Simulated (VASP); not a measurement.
SrCl2: relaxation of cell and atoms with PBE

SrCl2:

```
Sr Cl
1.0
     0.00000    3.49000    3.49000
     3.49000    0.00000    3.49000
     3.49000    3.49000    0.00000
Sr Cl
1 2
Cartesian
  0.0000 0.0000 0.0000
  1.7450 1.7450 1.7450
  5.2350 5.2350 5.2350
```

- Program: VASP 6.6.1
- Task: relaxation of cell and atoms
- Functional: PBE
- Potentials or basis: VASP PAW PBE potentials, release 64 (Sr_sv, Cl)
- Cutoff: 500 eV
- k mesh: 6 × 6 × 6
- Occupations: gaussian, width 0.01 eV
- Spin: no spin polarisation
- Dipole correction: no
- Further INCAR settings: ALGO = Normal; EDIFF = 1e-07; IBRION = 2; EDIFFG = -0.01; NSW = 60; ISIF = 3

```yaml
Relaxed_volume: 29.13 Å³/atom
Relaxed_cell: a = 4.981 Å, b = 4.981 Å, c = 4.981 Å, α = 60.00°, β = 60.00°, γ = 60.00°
Space_group_after_relaxing_to_0.1_Å: Fm-3m (No. 225)
Energy_gained_by_relaxing: 2.4 meV/atom
Ionic_steps: 3
Pressure_after_relaxing: 0.0 GPa
Band_gap_on_the_k_mesh: 5.23 eV (least direct gap 5.52 eV)
```

The path:
```csv
step,energy change (eV),largest force (eV/Å),pressure (GPa),volume (Å³)
1,0.0000,0.0000,1.00,85.02
2,-0.0073,0.0000,0.07,87.22
3,-0.0073,0.0000,0.00,87.40
```

Final structure:
```
Sr Cl
1.0
     0.00000    3.52237    3.52237
     3.52237    0.00000    3.52237
     3.52237    3.52237    0.00000
Sr Cl
1 2
Direct
  0.00000 0.00000 0.00000
  0.25000 0.25000 0.25000
  0.75000 0.75000 0.75000
```

Levels at points of the mesh, in eV from the valence-band top:
```tsv
k point	band 9	band 10	band 11	band 12	band 13	band 14	band 15	band 16
(0.00, 0.00, 0.00)	-2.03	-0.33	-0.33	-0.33	5.23	6.10	6.10	8.99
(0.50, 0.00, 0.00)	-1.44	-1.27	-1.01	-1.01	6.68	6.68	7.40	7.82
(0.50, 0.50, 0.00)	-1.81	-0.38	-0.38	0.00	5.52	6.96	7.53	7.92
```

Run time: 32 s on 1 thread of Intel(R) Xeon(R) Platinum 8488C (Sapphire Rapids), with other jobs on the host, peak memory 0.22 GiB.

A k mesh can miss the band edges.
